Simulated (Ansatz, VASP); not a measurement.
**One calculation of Ni3Ge, two programs**

```
Ni Ge
1.0
     3.53033    0.00000    0.00000
     0.00000    3.53033    0.00000
     0.00000    0.00000    3.53033
Ni Ge
3 1
Direct
  0.50000 0.00000 0.50000
  0.00000 0.50000 0.50000
  0.50000 0.50000 0.00000
  0.00000 0.00000 0.00000
```

Alike in both runs: task single point; functional PBEsol; k mesh 16 × 16 × 16; occupations gaussian, width 0.1 eV; no spin polarisation.

|  | VASP | Ansatz |
| --- | --- | --- |
| version | VASP 6.6.1 | Ansatz 0.2.0 |
| potentials or method | VASP PAW PBE potentials, release 64 (Ni, Ge_d), cutoff 520 eV | scalar-relativistic, plane waves, PAW |
| valence electrons in the cell | 44 | 68 |

Ansatz gave:

| Item | Value |
| --- | --- |
| gap on the k mesh at the Fermi level (eV) | none |
| pressure (GPa) | -1.0 |

Problem. Estimate VASP's values.

Solution. gap on the k mesh at the Fermi level (eV): none; pressure (GPa): -0.7.

VASP's potentials were made for PBE, not for PBEsol. A gap of «none» marks a metal or a gap that the smearing closes. VASP's potentials hold 44 valence electrons a cell and Ansatz's 68, so a difference there can come from the potentials and not from the codes.
